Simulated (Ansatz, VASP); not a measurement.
**AlCr2C: VASP beside Ansatz**

```
CELL_PARAMETERS angstrom
3.81373 0.00000 0.00000
0.00000 3.81373 0.00000
0.00000 0.00000 3.54964
ATOMIC_POSITIONS crystal
Al 0.50000 0.50000 0.00000
Cr 0.50000 0.00000 0.50000
Cr 0.00000 0.50000 0.50000
C 0.00000 0.00000 0.50000
```

Alike in both runs: task relaxation of cell and atoms; functional PBE; k mesh 12 × 12 × 14; occupations gaussian, width 0.1 eV; no spin polarisation.

```csv
,VASP,Ansatz
version,VASP 6.6.1,Ansatz 0.2.0
potentials or method,"VASP PAW PBE potentials, release 64 (Al, Cr_pv, C), cutoff 600 eV","scalar-relativistic, plane waves, PAW"
valence electrons in the cell,31,35
```

|  | VASP | Ansatz | Ansatz less VASP |
| --- | --- | --- | --- |
| gap on the k mesh at the Fermi level, each at its own relaxed structure (eV) | none | none | - |
| relaxed volume (Å³/atom) | 12.86 | 12.88 | +0.020 |
| relaxed cell length with the largest relative difference (Å) | 3.532 | 3.539 | +0.0075 |

A gap of «none» marks a metal or a gap that the smearing closes. VASP's potentials hold 31 valence electrons a cell and Ansatz's 35, so a difference there can come from the potentials and not from the codes.
